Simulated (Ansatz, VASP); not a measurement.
**Two plane-wave programs on V**

The input INCAR:

```
SYSTEM = V
ALGO = Fast
EDIFF = 1E-7
EDIFFG = -0.05
ENCUT = 600
GGA = PS
IBRION = 2
ISIF = 3
ISMEAR = 0
LASPH = .True.
LCHARG = .False.
LREAL = .False.
LWAVE = .False.
NELM = 80
NSW = 80
PREC = Accurate
SIGMA = 0.1
```

KPOINTS

```
k-points
0
Gamma
  10 10 10
  0 0 0
```

POSCAR

```
V
1.0
   -1.5023851000      1.5023851000      1.5023851000
    1.5023851000     -1.5023851000      1.5023851000
    1.5023851000      1.5023851000     -1.5023851000
V
1
Direct
    0.0000000000      0.0000000000      0.0000000000
```

Input for Ansatz:

```yaml
crystal:
  lattice:
    - [-1.5023851, 1.5023851, 1.5023851]
    - [1.5023851, -1.5023851, 1.5023851]
    - [1.5023851, 1.5023851, -1.5023851]
  atoms:
    - { symbol: V, position: [0.0, 0.0, 0.0] }
basis:
  ecutwfc: 420
kpoints:
  mp_grid: { grid: [10, 10, 10] }
hamiltonian:
  xc: pbesol
scf:
  occupations: { method: gaussian, width: 0.1 }
output:
  forces: true
  stress: true
  eigenvalues: true
relax:
  adjacent_minimum: "off"
  f_tol: 0.05
  max_steps: 60
  cell: { stress_tol: 0.5 }
```

Alike in both runs: task relaxation of cell and atoms; functional PBEsol; k mesh 10 × 10 × 10; occupations gaussian, width 0.1 eV; no spin polarisation.

|  | VASP | Ansatz |
| --- | --- | --- |
| version | VASP 6.6.1 | Ansatz 0.2.0 |
| potentials or method | VASP PAW PBE potentials, release 64 (V_sv), cutoff 600 eV | scalar-relativistic, plane waves, PAW |
| valence electrons in the cell | 13 | 13 |

|  | VASP | Ansatz | Ansatz less VASP |
| --- | --- | --- | --- |
| gap on the k mesh at the Fermi level, each at its own relaxed structure (eV) | none | none | - |
| relaxed volume (Å³/atom) | 13.05 | 13.04 | -0.011 |
| relaxed cell length with the largest relative difference (Å) | 2.569 | 2.568 | -0.0008 |

VASP's potentials were made for PBE, not for PBEsol. A gap of «none» marks a metal or a gap that the smearing closes.
